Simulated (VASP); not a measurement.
# ZnSe (I-4m2) in VASP: a series of runs

ZnSe is run at these levels: r2SCAN; tasks: single point.

Program: VASP 6.6.1. These are calculated values, not measurements. Logs are shortened: lines on timing, memory, paths and dates and some standing lists are left out, and cuts for length are marked.

## (1) The cell of the first run

The structure is tetragonal, space group I-4m2 (No. 119). Conventional cell: a = 4.327 Å, b = 4.327 Å, c = 5.666 Å, α = 90.00°, β = 90.00°, γ = 90.00°. Within 3.4 Å of Zn (site symmetry -4m2) lie 4 Se at 2.59 Å. Se (site symmetry -4m2) has 4 Zn at 2.59 Å within 3.4 Å.

## (2) Single point, r2SCAN (strain +0.080 along x and y, +0.000 along z)

Contents of POSCAR:

```
ZnSe
1.0
    0.0000000000      3.0595808523      2.8329452336
    3.0595808523      0.0000000000      2.8329452336
    3.0595808523      3.0595808523      0.0000000000
Zn Se
1 1
Direct
    0.0000000000      0.0000000000      0.0000000000
    0.7500000000      0.7500000000      0.7500000000
```

Contents of INCAR.step1:

```
SYSTEM = ZnSe
PREC = Accurate
ENCUT = 520
ISMEAR = 0
SIGMA = 0.05
LREAL = .FALSE.
LASPH = .TRUE.
NELM = 80
NBANDS = 16
GGA = PE
ALGO = Normal
EDIFF = 1E-4
LWAVE = .TRUE.
LCHARG = .FALSE.
```

Contents of INCAR.step2:

```
SYSTEM = ZnSe
PREC = Accurate
ENCUT = 520
EDIFF = 1E-7
ISMEAR = 0
SIGMA = 0.05
LREAL = .FALSE.
LASPH = .TRUE.
NELM = 80
ALGO = Normal
ISIF = 2
LWAVE = .FALSE.
LCHARG = .FALSE.
METAGGA = R2SCAN
LMIXTAU = .TRUE.
NBANDS = 16
ISTART = 1
```

Contents of KPOINTS:

```
regular mesh
0
G
  8 8 8
  0 0 0
```

Potentials or basis: VASP PAW PBE potentials, release 64 (Zn, Se).

Run with:

```
cat potpaw_PBE.64/Zn/POTCAR potpaw_PBE.64/Se/POTCAR > POTCAR
cp INCAR.step1 INCAR
mpirun -np 1 vasp_std > vasp.out
cp INCAR.step2 INCAR
mpirun -np 1 vasp_std > vasp.out
```

OUTCAR:

```text
SYSTEM = ZnSe
   PREC = Accurate
   ENCUT = 520
   EDIFF = 1E-7
   ISMEAR = 0
   LREAL = .FALSE.
   LASPH = .TRUE.
   NELM = 80
   ISIF = 2
   METAGGA = R2SCAN
   ISTART = 1

 ion  position               nearest neighbor table
   1  0.000  0.000  0.000-   2 2.59   2 2.59   2 2.59   2 2.59
   2  0.750  0.750  0.750-   1 2.59   1 2.59   1 2.59   1 2.59

  LATTYP: Found a body centered tetragonal cell.
 ALAT       =     4.3269007365
 C/A-ratio  =     1.3094570022

  Lattice vectors:

 A1 = (   0.0000000000,  -3.0595808523,  -2.8329452336)
 A2 = (   0.0000000000,   3.0595808523,  -2.8329452336)
 A3 = (   3.0595808523,   0.0000000000,   2.8329452336)

Analysis of symmetry for initial positions (statically):
=====================================================================
 Subroutine PRICEL returns:
 Original cell was already a primitive cell.

 Routine SETGRP: Setting up the symmetry group for a
 body centered tetragonal supercell.

 Subroutine GETGRP returns: Found  8 space group operations
 (whereof  8 operations were pure point group operations)
 out of a pool of 16 trial point group operations.

The static configuration has the point symmetry D_2d.

Analysis of symmetry for dynamics (positions and initial velocities):
=====================================================================
 Subroutine PRICEL returns:
 Original cell was already a primitive cell.

 Routine SETGRP: Setting up the symmetry group for a
 body centered tetragonal supercell.

 Subroutine GETGRP returns: Found  8 space group operations
 (whereof  8 operations were pure point group operations)
 out of a pool of 16 trial point group operations.

The dynamic configuration has the point symmetry D_2d.

 Subroutine INISYM returns: Found  8 space group operations
 (whereof  8 operations are pure point group operations),
 and found     1 'primitive' translations

----------------------------------------------------------------------------------------

                                     Primitive cell

  volume of cell :      53.0386

  direct lattice vectors                    reciprocal lattice vectors
     0.000000000  3.059580852  2.832945234    -0.163421078  0.163421078  0.176494764
     3.059580852  0.000000000  2.832945234     0.163421078 -0.163421078  0.176494764
     3.059580852  3.059580852  0.000000000     0.163421078  0.163421078 -0.176494764

  length of vectors
     4.169725853  4.169725853  4.326900736     0.290797694  0.290797694  0.290797694
[... 75 lines left out ...]
   ISPIN  =      1    spin polarized calculation?
   LNONCOLLINEAR =      F non collinear calculations
   LSORBIT =      F    spin-orbit coupling
   LASPH  =      T    aspherical Exc in radial PAW
   ENCUT  =  520.0 eV  38.22 Ry    6.18 a.u.   7.75  7.75  8.05*2*pi/ulx,y,z
   NELM   =     80;   NELMIN=  2; NELMDL=  0     # of ELM steps
   EDIFF  = 0.1E-06   stopping-criterion for ELM
   LREAL  =      F    real-space projection
   EDIFFG = 0.1E-05   stopping-criterion for IOM
   NSW    =      0    number of steps for IOM
   IBRION =     -1    ionic relax: 0-MD 1-quasi-New 2-CG
   NFREE  =      0    steps in history (QN), initial steepest desc. (CG)
   ISIF   =      2    stress and relaxation
   ISYM   =      2    0-nonsym 1-usesym 2-fastsym
   POTIM  = 0.5000    time-step for ionic-motion
   TEBEG  =    0.0;   TEEND  =   0.0 temperature during run
   PSTRESS=    0.0 pullay stress
   NELECT =      18.0000    total number of electrons
   NUPDOWN=      -1.0000    fix difference up-down
   EMIN   =  10.00;   EMAX   =-10.00  energy-range for DOS
   EFERMI =   0.00;   METHOD = LEGACY
   ISMEAR =     0;   SIGMA  =   0.05  broadening in eV -4-tet -1-fermi 0-gaus
   EFERMI_NEDOS =   21; number of points for ismear=-14 and -15
   IALGO  =     38    algorithm
   IMIX   =      4    mixing-type and parameters
     AMIX     =   0.40;   BMIX     =  1.00
     AMIX_MAG =   1.60;   BMIX_MAG =  1.00
  volume/ion in A,a.u.               =      26.52       178.96
  Fermi-wavevector in a.u.,A,eV,Ry     =   1.141918  2.157912 17.741686  1.303977
  Thomas-Fermi vector in A             =   2.278617
   LORBIT       =      0    0 simple, 1 ext, 2 COOP (PROOUT), +10 PAW based schemes
   METAGGA = R2SCAN    functional components
   LHFCALC =     F    Hartree Fock is set to
   AEXX    =    0.0000 exact exchange contribution
   IVDW    =     0    specifies the selected vdW correction
   LEPSILON=     F    determine dielectric tensor
   LRPA    =     F    only Hartree local field effects (RPA)
 non-spin polarized calculation
 Gauss-broadening in eV      SIGMA  =   0.05
  energy-cutoff  :      520.00
  volume of cell :       53.04
 maximum number of plane-waves:      1446
   NGX = 15   NGY = 15   NGZ = 17

 number of electron      17.9999987 magnetization

 Free energy of the ion-electron system (eV)
  ---------------------------------------------------
  ext. energy  EPLUGINS =         0.00000000
  ---------------------------------------------------
  free energy    TOTEN  =       -24.69268121 eV

  energy without entropy =      -24.69268121  energy(sigma->0) =      -24.69268121

 E-fermi :   0.5216     XC(G=0):  -9.2001

 val. band max:        0.2445109692   @ k =   0.0000   0.0000   0.0000
 cond. band min:       1.3154065090   @ k =   0.0000   0.0000   0.0000
 fundamental gap:      1.0708955397
 Fermi energy:         0.5216045021

 k-point     1 :       0.0000    0.0000    0.0000
  band No.  band energies     occupation
      1     -12.7087      2.00000
      2      -6.1783      2.00000
      3      -6.1782      2.00000
      4      -6.1531      2.00000
      5      -5.9043      2.00000
      6      -5.9027      2.00000
[... 433 lines left out ...]
      3      -6.0892      2.00000
      4      -5.9941      2.00000
      5      -5.9095      2.00000
      6      -5.8852      2.00000
[... 8 lines left out ...]
     15      11.8311      0.00000
     16      12.7651      0.00000

 [... further k-points ...]
[... 5 lines left out ...]
  --------------------------------------------------------------------------------------
  -------------------------------------------------------------------------------------
  Total       -2.6747032     -2.6747032     -1.7881009      0.0000000      0.0000000      0.0000000
  in kB      -80.7967965    -80.7967965    -54.0145255      0.0000000      0.0000000      0.0000000
  external PRESSURE =     -71.8693729 kB  Pullay stress =       0.0000000 kB

 VOLUME and BASIS-vectors are now :
 -----------------------------------------------------------------------------
  energy-cutoff  :      520.00
  volume of cell :       53.04
      direct lattice vectors                 reciprocal lattice vectors
     0.000000000  3.059580852  2.832945234    -0.163421078  0.163421078  0.176494764
     3.059580852  0.000000000  2.832945234     0.163421078 -0.163421078  0.176494764
     3.059580852  3.059580852  0.000000000     0.163421078  0.163421078 -0.176494764

 POSITION                                       TOTAL-FORCE (eV/Angst)
 -----------------------------------------------------------------------------------
      0.00000      0.00000      0.00000         0.000000      0.000000     -0.000000
      4.58937      4.58937      4.24942        -0.000000     -0.000000      0.000000
 -----------------------------------------------------------------------------------
    total drift:                                0.000018      0.000018     -0.000066

  FREE ENERGIE OF THE ION-ELECTRON SYSTEM (eV)
  ---------------------------------------------------
  free  energy   TOTEN  =       -24.6926812075 eV

  energy  without entropy=      -24.6926812075  energy(sigma->0) =      -24.69268121
```

OUTCAR.step1:

```text
SYSTEM = ZnSe
   PREC = Accurate
   ENCUT = 520
   ISMEAR = 0
   LREAL = .FALSE.
   LASPH = .TRUE.
[... 678 lines left out ...]
      0.00000      0.00000      0.00000        -0.000000      0.000000      0.000000
      4.58937      4.58937      4.24942         0.000000     -0.000000     -0.000000
 -----------------------------------------------------------------------------------
    total drift:                                0.000002      0.000002     -0.000001

  FREE ENERGIE OF THE ION-ELECTRON SYSTEM (eV)
  ---------------------------------------------------
  free  energy   TOTEN  =        -5.9108476372 eV

  energy  without entropy=       -5.9108476372  energy(sigma->0) =       -5.91084764
```

OSZICAR.step1:

```text
N       E                     dE             d eps       ncg     rms          rms(c)
DAV:   1     0.872027814141E+02    0.87203E+02   -0.84983E+03  1888   0.122E+03
DAV:   2    -0.538657011494E+00   -0.87741E+02   -0.82196E+02  2152   0.246E+02
DAV:   3    -0.617300520483E+01   -0.56343E+01   -0.56146E+01  2248   0.607E+01
DAV:   4    -0.622123926840E+01   -0.48234E-01   -0.48228E-01  2424   0.616E+00
DAV:   5    -0.622148632571E+01   -0.24706E-03   -0.24706E-03  2264   0.381E-01    0.369E+00
DAV:   6    -0.592735047824E+01    0.29414E+00   -0.55768E-01  2704   0.205E+01    0.287E+00
DAV:   7    -0.591059379467E+01    0.16757E-01   -0.13617E-01  2216   0.321E+00    0.124E+00
DAV:   8    -0.591044028779E+01    0.15351E-03   -0.41432E-03  2240   0.555E-01    0.375E-01
DAV:   9    -0.591075430081E+01   -0.31401E-03   -0.92447E-04  2352   0.241E-01    0.713E-02
DAV:  10    -0.591084763718E+01   -0.93336E-04   -0.11382E-04  2256   0.100E-01
   1 F= -.59108476E+01 E0= -.59108476E+01  d E =-.677329E-15
```

Run time: 64 s. Hardware: 1 thread of Intel Xeon 6975P-C (Granite Rapids), shared host; peak memory 0.21 GiB.

Results:

| Item | Value |
| --- | --- |
| Free energy | -24.6927 eV |
| Pressure | -7.2 GPa |
| Band gap on the k mesh | 1.07 eV, direct |

Levels at points of the mesh, in eV from the valence-band top:
| k point | band 6 | band 7 | band 8 | band 9 | band 10 | band 11 | band 12 | band 13 |
| --- | --- | --- | --- | --- | --- | --- | --- | --- |
| (0.00, 0.00, 0.00) | -6.15 | -0.22 | -0.22 | 0.00 | 1.07 | 6.17 | 6.24 | 6.24 |
| (0.50, 0.00, 0.00) | -6.04 | -4.50 | -1.00 | -0.64 | 2.55 | 6.46 | 7.04 | 8.40 |
| (0.50, 0.50, 0.00) | -5.98 | -3.99 | -2.09 | -2.09 | 3.19 | 3.33 | 10.65 | 10.80 |
| (0.50, 0.00, 0.50) | -6.04 | -4.39 | -1.78 | -1.68 | 3.59 | 3.88 | 9.96 | 10.40 |

Caveat: the cell differs from its parent crystal (strain +0.080 along x and y, +0.000 along z); the PAW data sets were made with another functional, which shifts forces and pressure a little.

(Continued in part 2 of 2.)
